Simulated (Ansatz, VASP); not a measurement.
**One calculation of ScAl3As4, two programs**

```
CELL_PARAMETERS angstrom
4.00858 0.00000 0.00000
-2.00429 3.47154 0.00000
0.00000 0.00000 13.41199
ATOMIC_POSITIONS crystal
Sc 0.00000 0.00000 0.08572
Al 0.00000 0.00000 0.31813
Al 0.66667 0.33333 0.56521
Al 0.33333 0.66667 0.81230
As 0.66667 0.33333 0.23878
As 0.00000 0.00000 0.50102
As 0.66667 0.33333 0.74812
As 0.33333 0.66667 0.99373
```

Alike in both runs: task single point; functional PBE; k mesh 6 × 6 × 1; occupations gaussian, width 0.1 eV; no spin polarisation.

```csv
,VASP,Ansatz
version,VASP 6.6.1,Ansatz 0.2.0
potentials or method,"VASP PAW PBE potentials, release 64 (Sc_sv, Al, As), cutoff 520 eV","scalar-relativistic, plane waves, PAW"
valence electrons in the cell,40,80
```

|  | VASP | Ansatz | Ansatz less VASP |
| --- | --- | --- | --- |
| gap on the k mesh at the Fermi level (eV) | 0.82 | 0.82 | +0.007 |
| least direct gap on the mesh (eV) | 0.96 | 0.96 | +0.002 |
| pressure (GPa) | 0.2 | 0.0 | -0.17 |
| traceless stress, the component that is largest in VASP (GPa) | -0.16 | -0.18 | -0.011 |
| rms of the force components (eV/Å) | 0.011 | 0.011 | -0.0003 |

Atom by atom the forces differ by 0.006 eV/Å (rms over components). With one functional, cell and mesh, what is left measures potentials, basis and numerics. VASP's potentials hold 40 valence electrons a cell and Ansatz's 80, so a difference there can come from the potentials and not from the codes.

The k mesh is coarse, so the values compare programs but aren't converged.
